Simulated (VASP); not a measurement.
Here is a VASP 6.6.1 calculation.

File INCAR:

```
SYSTEM = In3SbAs2
  ALGO = Normal
  EDIFF = 1E-6
  ENCUT = 520
  GGA = PE
  ISIF = 2
  ISMEAR = -1
  LASPH = .True.
  LCHARG = .True.
  LELF = .True.
  LREAL = .False.
  LVHAR = .True.
  LWAVE = .False.
  NBANDS = 36
  NELM = 60
  PREC = Accurate
  SIGMA = 0.02
```

File KPOINTS:

```
k-points
0
Gamma
  6 6 6
  0 0 0
```

Contents of POSCAR:

```
In3SbAs2
1.0
   -2.2420349705      6.7230047276      3.1634965893
    2.2420349705     -6.7230047276      3.1634965893
    2.2420349705      6.7230047276     -3.1634965893
As In Sb
2 3 1
Direct
    0.3326410519      0.0007660252      0.3318750267
    0.6688909985      0.0007660252      0.6681249733
    0.5647435378      0.7394902188      0.8252533191
    0.9142368997      0.7394902188      0.1747466809
    0.2714415012      0.7714415012      0.5000000000
   -0.0019539892     -0.0019539892      0.0000000000
```

Potentials or basis: VASP PAW PBE potentials, release 64 (As, In_d, Sb).

Command:

```sh
$ cat potpaw_PBE.64/As/POTCAR potpaw_PBE.64/In_d/POTCAR potpaw_PBE.64/Sb/POTCAR > POTCAR
$ mpirun -np 1 vasp_std > vasp.out
```

(1) What does it give for the band gap on the k mesh?

(2) What does it give for the pressure?

Results:

(1) 0.03 eV (least direct gap 0.11 eV).

(2) 0.0 GPa.

Caveat: semilocal functionals underestimate gaps, and a narrow one can read as zero; spin-orbit coupling is left out, which moves the levels of the heavy elements.
